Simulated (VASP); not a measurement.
# ZnS (F-43m) in VASP: notebook

ZnS is run at these levels: PBEsol-based global hybrid with 25 % exact exchange, PBE; tasks: single point.

All numbers are computed with VASP 6.6.1; they aren't measurements. Logs are shortened: lines on timing, memory, paths and dates and some standing lists are left out, and cuts for length are marked.

**Experimental background.**

From “Electronic, vibrational, and thermodynamic properties of ZnS (zincblende and rocksalt structure)”, 2009, arxiv:0911.5022, for a bulk crystal of ZnS at 19 K: band gap 3.85 eV (direct).

The results are compared with them further down.

### 1 The cell of the first run

It takes space group F-43m (No. 216, cubic). Conventional cell: a = 5.331 Å, b = 5.331 Å, c = 5.331 Å, α = 90.00°, β = 90.00°, γ = 90.00°. Zn (site symmetry -43m) has 4 S at 2.31 Å within 3.1 Å. S (site symmetry -43m) has 4 Zn at 2.31 Å within 3.1 Å.

### 2 Single point, PBEsol-based global hybrid with 25 % exact exchange

The input, POSCAR:

```
ZnS
1.0
    0.0000000000      2.6654820099      2.6654820099
    2.6654820099      0.0000000000      2.6654820099
    2.6654820099      2.6654820099      0.0000000000
Zn S
1 1
Direct
    0.7500000000      0.7500000000      0.7500000000
    0.0000000000      0.0000000000      0.0000000000
```

The input, INCAR.step1:

```
SYSTEM = ZnS
  ALGO = Normal
  EDIFF = 1E-5
  ENCUT = 520
  GGA = PE
  ISIF = 2
  ISMEAR = -1
  LASPH = .TRUE.
  LCHARG = .FALSE.
  LREAL = .FALSE.
  LWAVE = .TRUE.
  NBANDS = 16
  NELM = 80
  PREC = Accurate
  SIGMA = 0.05
```

The input, INCAR.step2:

```
SYSTEM = ZnS
  AEXX = 0.25
  ALGO = Normal
  EDIFF = 1E-7
  ENCUT = 520
  GGA = PS
  ISIF = 2
  ISMEAR = -1
  ISTART = 1
  LASPH = .TRUE.
  LCHARG = .FALSE.
  LHFCALC = .TRUE.
  LREAL = .FALSE.
  LWAVE = .FALSE.
  NBANDS = 16
  NELM = 80
  PREC = Accurate
  PRECFOCK = Normal
  SIGMA = 0.05
```

The input, KPOINTS:

```
k-points
0
G
  5 5 5
  0 0 0
```

Potentials or basis: VASP PAW PBE potentials, release 64 (Zn, S).

The run is started by

```
cat potpaw_PBE.64/Zn/POTCAR potpaw_PBE.64/S/POTCAR > POTCAR
cp INCAR.step1 INCAR
mpirun -np 1 vasp_std > vasp.out
cp INCAR.step2 INCAR
mpirun -np 1 vasp_std > vasp.out
```

OUTCAR:

```text
SYSTEM = ZnS
   AEXX = 0.25
   EDIFF = 1E-7
   ENCUT = 520
   GGA = PS
   ISIF = 2
   ISMEAR = -1
   ISTART = 1
   LASPH = .TRUE.
   LHFCALC = .TRUE.
   LREAL = .FALSE.
   NELM = 80
   PREC = Accurate
   PRECFOCK = Normal

 ion  position               nearest neighbor table
   1  0.750  0.750  0.750-   2 2.31   2 2.31   2 2.31   2 2.31
   2  0.000  0.000  0.000-   1 2.31   1 2.31   1 2.31   1 2.31

  LATTYP: Found a face centered cubic cell.
 ALAT       =     5.3309640198

  Lattice vectors:

 A1 = (   0.0000000000,   2.6654820099,   2.6654820099)
 A2 = (   2.6654820099,   0.0000000000,   2.6654820099)
 A3 = (   2.6654820099,   2.6654820099,   0.0000000000)

Analysis of symmetry for initial positions (statically):
=====================================================================
 Subroutine PRICEL returns:
 Original cell was already a primitive cell.

 Routine SETGRP: Setting up the symmetry group for a
 face centered cubic supercell.

 Subroutine GETGRP returns: Found 24 space group operations
 (whereof 24 operations were pure point group operations)
 out of a pool of 48 trial point group operations.

The static configuration has the point symmetry T_d .

Analysis of symmetry for dynamics (positions and initial velocities):
=====================================================================
 Subroutine PRICEL returns:
 Original cell was already a primitive cell.

 Routine SETGRP: Setting up the symmetry group for a
 face centered cubic supercell.

 Subroutine GETGRP returns: Found 24 space group operations
 (whereof 24 operations were pure point group operations)
 out of a pool of 48 trial point group operations.

The dynamic configuration has the point symmetry T_d .

 Subroutine INISYM returns: Found 24 space group operations
 (whereof 24 operations are pure point group operations),
 and found     1 'primitive' translations

----------------------------------------------------------------------------------------

                                     Primitive cell

  volume of cell :      37.8754

  direct lattice vectors                    reciprocal lattice vectors
     0.000000000  2.665482010  2.665482010    -0.187583333  0.187583333  0.187583333
     2.665482010  0.000000000  2.665482010     0.187583333 -0.187583333  0.187583333
     2.665482010  2.665482010  0.000000000     0.187583333  0.187583333 -0.187583333

  length of vectors
     3.769560809  3.769560809  3.769560809     0.324903864  0.324903864  0.324903864

  position of ions in fractional coordinates (direct lattice)
     0.750000000  0.750000000  0.750000000
     0.000000000  0.000000000  0.000000000

  ion indices of the primitive-cell ions
   primitive index   ion index
                 1           1
                 2           2

----------------------------------------------------------------------------------------

 KPOINTS: k-points

Automatic generation of k-mesh.
 Grid dimensions read from file:
 generate k-points for:    5    5    5

 Generating k-lattice:

  Cartesian coordinates                     Fractional coordinates (reciprocal lattice)
    -0.037516667  0.037516667  0.037516667     0.200000000  0.000000000  0.000000000
     0.037516667 -0.037516667  0.037516667     0.000000000  0.200000000  0.000000000
     0.037516667  0.037516667 -0.037516667     0.000000000  0.000000000  0.200000000

  Length of vectors
     0.064980773  0.064980773  0.064980773

  Shift w.r.t. Gamma in fractional coordinates (k-lattice)
     0.000000000  0.000000000  0.000000000

 Subroutine IBZKPT returns following result:
 ===========================================

 Found     10 irreducible k-points:

 Following reciprocal coordinates:
            Coordinates               Weight
  0.000000  0.000000  0.000000      1.000000
  0.200000  0.000000  0.000000      8.000000
  0.400000  0.000000  0.000000      8.000000
  0.200000  0.200000  0.000000      6.000000
  0.400000  0.200000  0.000000     24.000000
 -0.400000  0.200000  0.000000     24.000000
 -0.200000  0.200000  0.000000     12.000000
  0.400000  0.400000  0.000000      6.000000
 -0.400000  0.400000  0.000000     12.000000
 -0.400000  0.400000  0.200000     24.000000
   k-points           NKPTS =     10   k-points in BZ     NKDIM =    125   number of bands    NBANDS=     16
   number of dos      NEDOS =    301   number of ions     NIONS =      2
   total plane-waves  NPLWV =  21952
   dimension x,y,z NGX =    28 NGY =   28 NGZ =   28
   dimension x,y,z NGXF=    56 NGYF=   56 NGZF=   56
   ions per type =               1   1
   NGX,Y,Z   is equivalent  to a cutoff of  12.35, 12.35, 12.35 a.u.
   NGXF,Y,Z  is equivalent  to a cutoff of  24.70, 24.70, 24.70 a.u.
 SYSTEM =  ZnS
   PREC   = accura    normal or accurate (medium, high low for compatibility)
   ISTART =      1    job   : 0-new  1-cont  2-samecut
   ICHARG =      0    charge: 1-file 2-atom 10-const
   ISPIN  =      1    spin polarized calculation?
   LNONCOLLINEAR =      F non collinear calculations
   LSORBIT =      F    spin-orbit coupling
   LASPH  =      T    aspherical Exc in radial PAW
   ENCUT  =  520.0 eV  38.22 Ry    6.18 a.u.   7.01  7.01  7.01*2*pi/ulx,y,z
   NELM   =     80;   NELMIN=  2; NELMDL=  0     # of ELM steps
   EDIFF  = 0.1E-06   stopping-criterion for ELM
   LREAL  =      F    real-space projection
   EDIFFG = 0.1E-05   stopping-criterion for IOM
   NSW    =      0    number of steps for IOM
   IBRION =     -1    ionic relax: 0-MD 1-quasi-New 2-CG
   NFREE  =      0    steps in history (QN), initial steepest desc. (CG)
   ISIF   =      2    stress and relaxation
   ISYM   =      3    0-nonsym 1-usesym 2-fastsym
   POTIM  = 0.5000    time-step for ionic-motion
   TEBEG  =    0.0;   TEEND  =   0.0 temperature during run
   PSTRESS=    0.0 pullay stress
   NELECT =      18.0000    total number of electrons
   NUPDOWN=      -1.0000    fix difference up-down
   EMIN   =  10.00;   EMAX   =-10.00  energy-range for DOS
   EFERMI =   0.00;   METHOD = LEGACY
   ISMEAR =    -1;   SIGMA  =   0.05  broadening in eV -4-tet -1-fermi 0-gaus
   EFERMI_NEDOS =   21; number of points for ismear=-14 and -15
   IALGO  =     38    algorithm
   IMIX   =      1    mixing-type and parameters
     AMIX     =   0.40;   BMIX     =  1.00
     AMIX_MAG =   1.60;   BMIX_MAG =  1.00
  volume/ion in A,a.u.               =      18.94       127.80
  Fermi-wavevector in a.u.,A,eV,Ry     =   1.277556  2.414231 22.206736  1.632149
  Thomas-Fermi vector in A             =   2.410149
   LORBIT       =      0    0 simple, 1 ext, 2 COOP (PROOUT), +10 PAW based schemes
   GGA     = PS    functional components
   LHFCALC =     T    Hartree Fock is set to
   PRECFOCK=normal    Normal, Fast or Accurate (Low or Medium for compatibility)
   ENCUT4O =  -1.0   cutoff for four orbital integrals eV
   NKREDX  =     1    reduce k-point grid by
   NKREDY  =     1    reduce k-point grid by
   NKREDZ  =     1    reduce k-point grid by
   AEXX    =    0.2500 exact exchange contribution
   HFSCREEN=    0.0000 screening length (either q_TF or 0.3 A-1)
   HFSCREENC=   0.0000 screening length for correlation (either q_TF or 0.3 A-1)
   ENCUTFOCK=  -1.0 apply spherical cutoff to Coloumb kernel
   IVDW    =     0    specifies the selected vdW correction
   LEPSILON=     F    determine dielectric tensor
   LRPA    =     F    only Hartree local field effects (RPA)
 non-spin polarized calculation
  energy-cutoff  :      520.00
  volume of cell :       37.88
 maximum number of plane-waves:      1032
  NGX = 24; NGY = 24; NGZ = 24

 number of electron      18.0000019 magnetization

 Free energy of the ion-electron system (eV)
  ---------------------------------------------------
  ext. energy  EPLUGINS =         0.00000000
  ---------------------------------------------------
  free energy    TOTEN  =        -9.45635251 eV

  energy without entropy =       -9.45635251  energy(sigma->0) =       -9.45635251

 E-fermi :   2.3677     XC(G=0):  -7.9094

 val. band max:        1.3093335763   @ k =   0.0000   0.0000   0.0000
 cond. band min:       5.4116230434   @ k =   0.0000   0.0000   0.0000
 fundamental gap:      4.1022894671
 Fermi energy:         2.3676944541

 k-point     1 :       0.0000    0.0000    0.0000
  band No.  band energies     occupation
      1     -13.3933      2.00000
      2      -6.7740      2.00000
      3      -6.7740      2.00000
      4      -6.7740      2.00000
      5      -6.2825      2.00000
      6      -6.2825      2.00000
[... 8 lines left out ...]
     15      15.3246      0.00000
     16      15.4929      0.00000

 k-point     2 :       0.2000    0.0000    0.0000
  band No.  band energies     occupation
      1     -13.0598      2.00000
      2      -6.7247      2.00000
      3      -6.7247      2.00000
      4      -6.7186      2.00000
      5      -6.2845      2.00000
      6      -6.2845      2.00000
[... 8 lines left out ...]
     15      14.3030      0.00000
     16      15.8742      0.00000

 k-point     3 :       0.4000    0.0000    0.0000
  band No.  band energies     occupation
      1     -12.4278      2.00000
      2      -6.6636      2.00000
      3      -6.6636      2.00000
      4      -6.2932      2.00000
      5      -6.2623      2.00000
      6      -6.2623      2.00000
[... 8 lines left out ...]
     15      16.0581      0.00000
     16      16.0581      0.00000

 k-point     4 :       0.2000    0.2000    0.0000
  band No.  band energies     occupation
      1     -12.9485      2.00000
      2      -6.7698      2.00000
      3      -6.6737      2.00000
      4      -6.6737      2.00000
      5      -6.3167      2.00000
      6      -6.2566      2.00000
[... 8 lines left out ...]
     15      15.8815      0.00000
     16      18.5954      0.00000
[... 58 lines left out ...]
 k-point     8 :       0.4000    0.4000    0.0000
  band No.  band energies     occupation
      1     -12.1063      2.00000
      2      -6.6960      2.00000
      3      -6.4726      2.00000
      4      -6.4726      2.00000
      5      -6.2143      2.00000
      6      -6.1507      2.00000
[... 8 lines left out ...]
     15      17.1752      0.00000
     16      19.8341      0.00000

 k-point     9 :      -0.4000    0.4000    0.0000
  band No.  band energies     occupation
      1     -11.9532      2.00000
      2      -6.6456      2.00000
      3      -6.4692      2.00000
      4      -6.4130      2.00000
      5      -6.2361      2.00000
      6      -5.8680      2.00000
[... 8 lines left out ...]
     15      16.6421      0.00000
     16      19.3753      0.00000

 k-point    10 :      -0.4000    0.4000    0.2000
  band No.  band energies     occupation
      1     -12.0400      2.00000
      2      -6.6093      2.00000
      3      -6.5463      2.00000
      4      -6.3757      2.00000
      5      -6.2664      2.00000
      6      -5.9405      2.00000
[... 8 lines left out ...]
     15      17.1153      0.00000
     16      19.6032      0.00000

------------------------ aborting loop because EDIFF is reached ----------------------------------------

  FORCE on cell =-STRESS in cart. coord.  units (eV):
  Direction    XX          YY          ZZ          XY          YZ          ZX
  --------------------------------------------------------------------------------------
  -------------------------------------------------------------------------------------
  Total        0.3552656      0.3552656      0.3552656     -0.0000000     -0.0000000     -0.0000000
  in kB       15.0281829     15.0281829     15.0281829     -0.0000000     -0.0000000     -0.0000000
  external PRESSURE =      15.0281829 kB  Pullay stress =       0.0000000 kB

 VOLUME and BASIS-vectors are now :
 -----------------------------------------------------------------------------
  energy-cutoff  :      520.00
  volume of cell :       37.88
      direct lattice vectors                 reciprocal lattice vectors
     0.000000000  2.665482010  2.665482010    -0.187583333  0.187583333  0.187583333
     2.665482010  0.000000000  2.665482010     0.187583333 -0.187583333  0.187583333
     2.665482010  2.665482010  0.000000000     0.187583333  0.187583333 -0.187583333

 POSITION                                       TOTAL-FORCE (eV/Angst)
 -----------------------------------------------------------------------------------
      3.99822      3.99822      3.99822        -0.000000     -0.000000     -0.000000
      0.00000      0.00000      0.00000         0.000000      0.000000      0.000000
 -----------------------------------------------------------------------------------
    total drift:                                0.000029      0.000025      0.000016

  FREE ENERGIE OF THE ION-ELECTRON SYSTEM (eV)
  ---------------------------------------------------
  free  energy   TOTEN  =        -9.4563525146 eV

  energy  without entropy=       -9.4563525146  energy(sigma->0) =       -9.45635251
```

It took 27 min on 1 thread of Intel Xeon Platinum 8259CL at 2.50GHz (Skylake/Cascade Lake), shared host; peak memory 0.16 GiB.

Results:

| Property | Result |
| --- | --- |
| Free energy | -9.4564 eV |
| Pressure | 1.5 GPa |
| Band gap on the k mesh | 4.10 eV |

Levels at points of the mesh, in eV from the valence-band top:
```tsv
k point	band 5	band 6	band 7	band 8	band 9	band 10	band 11	band 12	band 13	band 14
(0.00, 0.00, 0.00)	-7.59	-7.59	0.00	0.00	0.00	4.10	8.33	8.33	8.33	14.02
```

Caveat: the PAW data sets were made with another functional, which shifts forces and pressure a little.

### 3 Single point, PBEsol-based global hybrid with 25 % exact exchange

This run uses another cell than the first one, of 19.33 Å³/atom.

The input, POSCAR:

```
ZnS
1.0
    0.0000000000      2.6838652254      2.6838652254
    2.6838652254      0.0000000000      2.6838652254
    2.6838652254      2.6838652254      0.0000000000
Zn S
1 1
Direct
    0.7500000000      0.7500000000      0.7500000000
    0.0000000000      0.0000000000      0.0000000000
```

The input, INCAR.step1:

```
PREC = Accurate
ENCUT = 520
EDIFF = 1E-5
ISMEAR = -1
SIGMA = 0.05
LREAL = F
LASPH = T
NELM = 100
ALGO = Normal
ISIF = 2
LWAVE = T
LCHARG = F
GGA = PE
NBANDS = 16
```

The input, INCAR.step2:

```
PREC = Accurate
ENCUT = 520
EDIFF = 1E-6
ISMEAR = -1
SIGMA = 0.05
LREAL = F
LASPH = T
NELM = 100
ALGO = Normal
ISIF = 2
LWAVE = F
LCHARG = F
GGA = PS
LHFCALC = T
AEXX = 0.25
PRECFOCK = Normal
ISTART = 1
NBANDS = 16
```

The input, KPOINTS:

```
Automatic mesh
0
Gamma
  5 5 5
```

Potentials or basis: VASP PAW PBE potentials, release 64 (Zn, S).

The run is started by

```
cat potpaw_PBE.64/Zn/POTCAR potpaw_PBE.64/S/POTCAR > POTCAR
cp INCAR.step1 INCAR
mpirun -np 1 vasp_std > vasp.out
cp INCAR.step2 INCAR
mpirun -np 1 vasp_std > vasp.out
```

Run time: 21 min. Hardware: 1 thread of Intel Xeon Platinum 8259CL at 2.50GHz (Skylake/Cascade Lake), shared host; peak memory 0.16 GiB.

Results (log left out):

| Quantity | Value |
| --- | --- |
| Free energy | -9.4596 eV |
| Pressure | -0.3 GPa |
| Band gap on the k mesh | 4.00 eV |

Levels at points of the mesh, in eV from the valence-band top:
| k point | band 5 | band 6 | band 7 | band 8 | band 9 | band 10 | band 11 | band 12 | band 13 | band 14 |
| --- | --- | --- | --- | --- | --- | --- | --- | --- | --- | --- |
| (0.00, 0.00, 0.00) | -7.54 | -7.54 | 0.00 | 0.00 | 0.00 | 4.00 | 8.34 | 8.34 | 8.34 | 13.98 |

Caveat: the PAW data sets were made with another functional, which shifts forces and pressure a little.

(Part 1 of 2 ends here.)
